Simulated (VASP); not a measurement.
# MgRh (Pm-3m) in VASP: further runs, part 2 of 2

VASP 6.6.1. Earlier steps stand in the parts before.

## Step 3: Single point, LDA

This run uses another cell than the first one, of 15.48 Å³/atom, 1.020 times its volume.

File INCAR:

```
SYSTEM = MgRh
ALGO = Normal ; EDIFF = 1E-7
ENCUT = 520 ; GGA = CA
ISIF = 2 ; ISMEAR = 1
LASPH = .TRUE. ; LCHARG = .FALSE.
LREAL = .FALSE. ; LWAVE = .FALSE.
NBANDS = 16 ; NELM = 100
PREC = Accurate ; SIGMA = 0.1
```

File KPOINTS:

```
k-points
0
G
  7 7 7
  0 0 0
```

File POSCAR:

```
MgRh
1.0
    3.1399836243      0.0000000000      0.0000000000
    0.0000000000      3.1399836243      0.0000000000
    0.0000000000      0.0000000000      3.1399836243
Mg Rh
1 1
Direct
    0.0000000000      0.0000000000      0.0000000000
    0.5000000000      0.5000000000      0.5000000000
```

Potentials or basis: VASP PAW LDA potentials, release 64 (Mg, Rh_pv).

Run with:

```
cat potpaw_LDA.64/Mg/POTCAR potpaw_LDA.64/Rh_pv/POTCAR > POTCAR
mpirun -np 1 vasp_std > vasp.out
```

OUTCAR:

```text
SYSTEM = MgRh
   EDIFF = 1E-7
   ENCUT = 520
   GGA = CA
   ISIF = 2
   ISMEAR = 1
   LASPH = .TRUE.
   LREAL = .FALSE.
   NELM = 100
   PREC = Accurate

 ion  position               nearest neighbor table
   1  0.000  0.000  0.000-   2 2.72   2 2.72   2 2.72   2 2.72   2 2.72   2 2.72   2 2.72   2 2.72

   2  0.500  0.500  0.500-   1 2.72   1 2.72   1 2.72   1 2.72   1 2.72   1 2.72   1 2.72   1 2.72

  LATTYP: Found a simple cubic cell.
 ALAT       =     3.1399836243

  Lattice vectors:

 A1 = (   3.1399836243,   0.0000000000,   0.0000000000)
 A2 = (   0.0000000000,   3.1399836243,   0.0000000000)
 A3 = (   0.0000000000,   0.0000000000,   3.1399836243)

Analysis of symmetry for initial positions (statically):
=====================================================================
 Subroutine PRICEL returns:
 Original cell was already a primitive cell.

 Routine SETGRP: Setting up the symmetry group for a
 simple cubic supercell.

 Subroutine GETGRP returns: Found 48 space group operations
 (whereof 48 operations were pure point group operations)
 out of a pool of 48 trial point group operations.

The static configuration has the point symmetry O_h .

[... 155 lines left out ...]

 E-fermi :   6.2192     XC(G=0): -11.7879

 val. band max:        6.1865208607   @ k =   0.4286   0.4286   0.0000
 cond. band min:       6.2812353674   @ k =   0.4286   0.2857   0.1429
 fundamental gap:      0.0947145067
 Fermi energy:         6.2191903907

 k-point     1 :       0.0000    0.0000    0.0000
  band No.  band energies     occupation
      1     -38.8626      2.00000
      2     -38.8626      2.00000
      3     -38.8626      2.00000
      4      -0.7192      2.00000
      5       3.3261      2.00000
      6       3.3261      2.00000
[... 357 lines left out ...]
      3     -38.9240      2.00000
      4       3.0961      2.00000
      5       3.2631      2.00000
      6       3.2631      2.00000
[... 8 lines left out ...]
     15      15.4747      0.00000
     16      17.3031      0.00000

------------------------ aborting loop because EDIFF is reached ----------------------------------------

  FORCE on cell =-STRESS in cart. coord.  units (eV):
  Direction    XX          YY          ZZ          XY          YZ          ZX
  --------------------------------------------------------------------------------------
  -------------------------------------------------------------------------------------
  Total       -2.0443419     -2.0443419     -2.0443419     -0.0000000     -0.0000000     -0.0000000
  in kB     -105.7990999   -105.7990999   -105.7990999     -0.0000000     -0.0000000     -0.0000000
  external PRESSURE =    -105.7990999 kB  Pullay stress =       0.0000000 kB

 VOLUME and BASIS-vectors are now :
 -----------------------------------------------------------------------------
  energy-cutoff  :      520.00
  volume of cell :       30.96
      direct lattice vectors                 reciprocal lattice vectors
     3.139983624  0.000000000  0.000000000     0.318472998  0.000000000  0.000000000
     0.000000000  3.139983624  0.000000000     0.000000000  0.318472998  0.000000000
     0.000000000  0.000000000  3.139983624     0.000000000  0.000000000  0.318472998

 POSITION                                       TOTAL-FORCE (eV/Angst)
 -----------------------------------------------------------------------------------
      0.00000      0.00000      0.00000         0.000000      0.000000      0.000000
      1.56999      1.56999      1.56999         0.000000      0.000000      0.000000
 -----------------------------------------------------------------------------------
    total drift:                                0.000000     -0.000000     -0.000000

  FREE ENERGIE OF THE ION-ELECTRON SYSTEM (eV)
  ---------------------------------------------------
  free  energy   TOTEN  =       -11.3952589948 eV

  energy  without entropy=      -11.3943549924  energy(sigma->0) =      -11.39495766
```

OSZICAR:

```text
N       E                     dE             d eps       ncg     rms          rms(c)
DAV:   1     0.120327828299E+03    0.12033E+03   -0.98976E+03   664   0.100E+03
DAV:   2    -0.984010327513E+01   -0.13017E+03   -0.12335E+03   728   0.295E+02
DAV:   3    -0.116745469775E+02   -0.18344E+01   -0.18320E+01   792   0.383E+01
DAV:   4    -0.116851815301E+02   -0.10635E-01   -0.10634E-01   744   0.294E+00
DAV:   5    -0.116853488587E+02   -0.16733E-03   -0.16733E-03   824   0.372E-01    0.537E+00
DAV:   6    -0.115048747994E+02    0.18047E+00   -0.11026E+00   672   0.114E+01    0.198E+00
DAV:   7    -0.114121130466E+02    0.92762E-01   -0.17368E-01   688   0.481E+00    0.125E+00
DAV:   8    -0.113958501193E+02    0.16263E-01   -0.15644E-02   744   0.122E+00    0.146E-01
DAV:   9    -0.113952860910E+02    0.56403E-03   -0.74465E-04   848   0.297E-01    0.468E-02
DAV:  10    -0.113952608311E+02    0.25260E-04   -0.23324E-05   696   0.455E-02    0.803E-03
DAV:  11    -0.113952590149E+02    0.18162E-05   -0.26309E-06   832   0.166E-02    0.130E-03
DAV:  12    -0.113952589948E+02    0.20152E-07   -0.10656E-07   584   0.316E-03
   1 F= -.11395259E+02 E0= -.11394958E+02  d E =-.904002E-03
```

stdout:

```text
POSCAR found type information on POSCAR MgRh
 POSCAR found :  2 types and       2 ions
 scaLAPACK will be used
 LDA part: xc-table for (Slater(with rela. corr.)+CA(PZ))
 , standard interpolation
 POSCAR, INCAR and KPOINTS ok, starting setup
 FFT: planning ... GRIDC
 FFT: planning ... GRID_SOFT
 FFT: planning ... GRID
 WAVECAR not read
 entering main loop
```

Run time: 3 s. Hardware: 1 thread of Intel Xeon 6975P-C (Granite Rapids), shared host; peak memory 0.12 GiB.

Results:

| Property | Result |
| --- | --- |
| Free energy | -11.3953 eV |
| Pressure | -10.6 GPa |

## Step 4: Single point, LDA

This run uses another cell than the first one, of 15.78 Å³/atom, 1.039 times its volume.

File INCAR:

```
SYSTEM = MgRh
PREC = Accurate
ENCUT = 520
EDIFF = 1E-6
ISMEAR = 1
SIGMA = 0.1
LREAL = .FALSE.
LASPH = .TRUE.
NELM = 60
ALGO = Normal
ISIF = 2
LWAVE = .FALSE.
LCHARG = .TRUE.
LELF = .TRUE.
LVHAR = .TRUE.
NBANDS = 16
```

File KPOINTS:

```
Automatic mesh
0
G
  7 7 7
  0 0 0
```

File POSCAR:

```
MgRh
1.0
    3.1599840593      0.0000000000      0.0000000000
    0.0000000000      3.1599840593      0.0000000000
    0.0000000000      0.0000000000      3.1599840593
Mg Rh
1 1
Direct
    0.0000000000      0.0000000000      0.0000000000
    0.5000000000      0.5000000000      0.5000000000
```

Run with:

```
cat potpaw_LDA.64/Mg/POTCAR potpaw_LDA.64/Rh_pv/POTCAR > POTCAR
mpirun -np 1 vasp_std > vasp.out
```

Wall time 3.1 s (1 thread of Intel Xeon 6975P-C (Granite Rapids), shared host); peak memory 0.13 GiB.

Results (log left out):

| Quantity | Value |
| --- | --- |
| Free energy | -11.3530 eV |
| Pressure | -12.2 GPa |

Levels at points of the mesh, in eV from the Fermi level:
```tsv
k point	band 5	band 6	band 7	band 8	band 9	band 10	band 11	band 12	band 13	band 14
(0.00, 0.00, 0.00)	-2.81	-2.81	-0.32	-0.32	-0.32	7.80	7.80	7.80	11.02	11.02
```

## Step 5: The runs side by side

```tsv
cell	gap on the mesh (eV)	pressure (GPa)
a = 3.120 Å, 2 atoms	none	-8.7
a = 3.140 Å, 2 atoms	none	-10.6
a = 3.160 Å, 2 atoms	none	-12.2
```

Alike in all rows: task single point; level LDA; potentials or basis VASP PAW LDA potentials, release 64 (Mg, Rh_pv); no spin polarisation; k mesh 7 × 7 × 7; cutoff (eV) 520; smearing methfessel-paxton 0.1 eV.

Total energies depend on the potentials used, so only differences within one code and one set of settings carry meaning.
